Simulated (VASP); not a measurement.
Runs of VASP 6.6.1 on Ag3IO. The structure is that of space group Pm-3m (No. 221), or close to it. The cells are those of the table. 

```tsv
task	cell	k mesh	cutoff (eV)	k mesh for the DOS	occupations for the DOS	gap on the mesh (eV)	pressure (GPa)	relaxed volume (Å³/atom)
single point	a = 4.659 Å, 5 atoms	8 × 8 × 8	520	-	-	none	-0.1	-
relaxation of cell and atoms	relaxed from a = 4.560 Å, 5 atoms	4 × 4 × 4	600	-	-	none	0.0	20.18
relaxation of cell and atoms	relaxed from a = 4.659 Å, 5 atoms	8 × 8 × 8	600	-	-	none	0.0	20.17
single point	a = 4.659 Å, 5 atoms	4 × 4 × 4	520	-	-	none	-0.1	-
single point	a = 4.560 Å, 5 atoms	4 × 4 × 4	520	-	-	none	(a)	-
```

Alike in all rows: level PBE; potentials or basis VASP PAW PBE potentials, release 64 (Ag, I, O); no spin polarisation; smearing gaussian 0.1 eV.

Q: Estimate the missing entries.

A: (a) 4.5.

Caveats: spin-orbit coupling is left out, which moves the levels of the heavy elements.

A k mesh can miss the band edges, and the runs leave out spin-orbit coupling on Ag, I.

A gap of «none» marks levels without a gap at the run's occupations.
